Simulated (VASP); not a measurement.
# Ba (P6/mmm) in VASP: a series of runs, part 2 of 2

VASP 6.6.1. The steps go on from the part before.

## Step 4: Single point, revPBE (volume scaled by 0.92)

INCAR reads:

```
ALGO = Normal
EDIFF = 1E-6
ENCUT = 520
GGA = RE
ISIF = 2
ISMEAR = -1
LASPH = True
LCHARG = False
LREAL = False
LWAVE = False
NBANDS = 22
NELM = 80
PREC = Accurate
SIGMA = 0.1
```

KPOINTS reads:

```
k-points
0
Gamma
  6 6 8
```

POSCAR reads:

```
Ba
1.0
    7.1514705341      0.0000000000      0.0000000000
   -3.5757352670      6.1933551570      0.0000000000
    0.0000000000      0.0000000000      4.2483682553
Ba
3
Direct
    0.0000000000      0.0000000000      0.0000000000
    0.3333333333      0.6666666667      0.5000000000
    0.6666666667      0.3333333333      0.5000000000
```

Potentials or basis: VASP PAW PBE potentials, release 64 (Ba_sv).

Started as:

```bash
cat potpaw_PBE.64/Ba_sv/POTCAR > POTCAR
mpirun -np 1 vasp_std > vasp.out
```

OUTCAR:

```text
EDIFF = 1E-6
   ENCUT = 520
   GGA = RE
   ISIF = 2
   ISMEAR = -1
   LASPH = True
   LREAL = False
   NELM = 80
   PREC = Accurate

 ion  position               nearest neighbor table
   1  0.000  0.000  0.000-   2 4.64   3 4.64   2 4.64   3 4.64   3 4.64   3 4.64   2 4.64   2 4.64
                             3 4.64   3 4.64   2 4.64   2 4.64
   2  0.333  0.667  0.500-   3 4.13   3 4.13   3 4.13   1 4.64   1 4.64   1 4.64   1 4.64   1 4.64
                             1 4.64
   3  0.667  0.333  0.500-   2 4.13   2 4.13   2 4.13   1 4.64   1 4.64   1 4.64   1 4.64   1 4.64
                             1 4.64

  LATTYP: Found a hexagonal cell.
 ALAT       =     7.1514705341
 C/A-ratio  =     0.5940551996

  Lattice vectors:

 A1 = (   7.1514705341,   0.0000000000,   0.0000000000)
 A2 = (  -3.5757352670,   6.1933551570,   0.0000000000)
 A3 = (   0.0000000000,   0.0000000000,   4.2483682553)

Analysis of symmetry for initial positions (statically):
=====================================================================
 Subroutine PRICEL returns:
 Original cell was already a primitive cell.

[... 165 lines left out ...]
  ext. energy  EPLUGINS =         0.00000000
  ---------------------------------------------------
  free energy    TOTEN  =        -5.05065361 eV

  energy without entropy =       -4.86845207  energy(sigma->0) =       -4.95955284

 E-fermi :   1.7607     XC(G=0):  -7.3365

 val. band max:        1.7404669355   @ k =   0.1667  -0.0000   0.2500
 cond. band min:       1.7623747111   @ k =   0.1667   0.1667   0.3750
 fundamental gap:      0.0219077755
 Fermi energy:         1.7607066156

 k-point     1 :       0.0000    0.0000    0.0000
  band No.  band energies     occupation
      1     -27.1969      2.00000
      2     -27.1421      2.00000
      3     -27.0699      2.00000
      4     -12.5449      2.00000
      5     -12.5449      2.00000
      6     -12.3596      2.00000
[... 589 lines left out ...]
     21       3.6270      0.00000
     22       3.6461      0.00000

 [... further k-points ...]
[... 5 lines left out ...]
  --------------------------------------------------------------------------------------
  -------------------------------------------------------------------------------------
  Total        0.8839441      0.8839441      0.8678146      0.0000000      0.0000000      0.0000000
  in kB        7.5264797      7.5264797      7.3891428      0.0000000      0.0000000      0.0000000
  external PRESSURE =       7.4807008 kB  Pullay stress =       0.0000000 kB

 VOLUME and BASIS-vectors are now :
 -----------------------------------------------------------------------------
  energy-cutoff  :      520.00
  volume of cell :      188.17
      direct lattice vectors                 reciprocal lattice vectors
     7.151470534  0.000000000  0.000000000     0.139831381  0.080731685  0.000000000
    -3.575735267  6.193355157  0.000000000     0.000000000  0.161463371  0.000000000
     0.000000000  0.000000000  4.248368255     0.000000000  0.000000000  0.235384491

 POSITION                                       TOTAL-FORCE (eV/Angst)
 -----------------------------------------------------------------------------------
      0.00000      0.00000      0.00000         0.000000      0.000000      0.000000
     -0.00000      4.12890      2.12418        -0.000000      0.000000      0.000000
      3.57574      2.06445      2.12418         0.000000      0.000000     -0.000000
 -----------------------------------------------------------------------------------
    total drift:                                0.000000      0.000000      0.000000

  FREE ENERGIE OF THE ION-ELECTRON SYSTEM (eV)
  ---------------------------------------------------
  free  energy   TOTEN  =        -5.0506536084 eV

  energy  without entropy=       -4.8684520686  energy(sigma->0) =       -4.95955284
```

OSZICAR:

```text
N       E                     dE             d eps       ncg     rms          rms(c)
DAV:   1     0.233652255152E+03    0.23365E+03   -0.12085E+04  1540   0.112E+03
DAV:   2     0.115345961426E+02   -0.22212E+03   -0.21735E+03  2188   0.216E+02
DAV:   3    -0.429500100954E+01   -0.15830E+02   -0.15595E+02  2174   0.634E+01
DAV:   4    -0.503544760537E+01   -0.74045E+00   -0.73726E+00  2382   0.114E+01
DAV:   5    -0.504469734456E+01   -0.92497E-02   -0.92448E-02  2034   0.133E+00    0.290E+00
DAV:   6    -0.504610078937E+01   -0.14034E-02   -0.14689E-02  2138   0.921E-01    0.172E+00
DAV:   7    -0.504984672945E+01   -0.37459E-02   -0.23947E-02  1792   0.146E+00    0.881E-02
DAV:   8    -0.505050330744E+01   -0.65658E-03   -0.11984E-03  2498   0.185E-01    0.602E-02
DAV:   9    -0.505063517373E+01   -0.13187E-03   -0.85163E-05  1846   0.522E-02    0.137E-02
DAV:  10    -0.505065288202E+01   -0.17708E-04   -0.26394E-05  1940   0.335E-02    0.586E-03
DAV:  11    -0.505065419393E+01   -0.13119E-05   -0.57101E-06  2126   0.157E-02    0.385E-03
DAV:  12    -0.505065360837E+01    0.58556E-06   -0.23737E-07  1100   0.372E-03
   1 F= -.50506536E+01 E0= -.49595528E+01  d E =-.182202E+00
```

stdout:

```text
POSCAR found type information on POSCAR Ba
 POSCAR found :  1 types and       3 ions
 scaLAPACK will be used
 -----------------------------------------------------------------------------
|                                                                             |
|                                                                             |
|     You enforced a specific xc type in the INCAR file but a different       |
|     I HOPE YOU KNOW WHAT YOU ARE DOING!                                     |
|                                                                             |
 -----------------------------------------------------------------------------

 LDA part: xc-table for (Slater+PW92), standard interpolation
 POSCAR, INCAR and KPOINTS ok, starting setup
 FFT: planning ... GRIDC
 FFT: planning ... GRID_SOFT
 FFT: planning ... GRID
 WAVECAR not read
 entering main loop
```

Wall time 96 s (1 thread of Intel Xeon Platinum 8488C (Sapphire Rapids), shared host); peak memory 0.34 GiB.

What came out:

```
Free energy            : -5.0507 eV
Pressure               : 0.7 GPa
Band gap on the k mesh : zero (band 15 reaches 2.24 eV, above the bottom of band 16 at 1.63 eV)
```

Caveat: the PAW data sets were made with another functional, which shifts forces and pressure a little; spin-orbit coupling is left out, which moves the levels of the heavy elements.

## Step 5: The runs side by side

| cell | k mesh | gap on the mesh (eV) | pressure (GPa) |
| --- | --- | --- | --- |
| a = 7.353, b = 7.353, c = 4.368 Å, angles 90.0, 90.0, 120.0°, 3 atoms | 5 × 5 × 7 | none | 0.0 |
| a = 7.046, b = 7.046, c = 4.186 Å, angles 90.0, 90.0, 120.0°, 3 atoms | 6 × 6 × 8 | none | 1.2 |
| a = 7.151, b = 7.151, c = 4.248 Å, angles 90.0, 90.0, 120.0°, 3 atoms | 6 × 6 × 8 | none | 0.7 |

Alike in all rows: task single point; level revPBE; potentials or basis VASP PAW PBE potentials, release 64 (Ba_sv); no spin polarisation; cutoff (eV) 520; smearing fermi-dirac 0.1 eV.

Caveats: the PAW data sets were made with another functional, which shifts forces and pressure a little; spin-orbit coupling is left out, which moves the levels of the heavy elements.

Absolute energies hang on the potentials; compare differences alone.
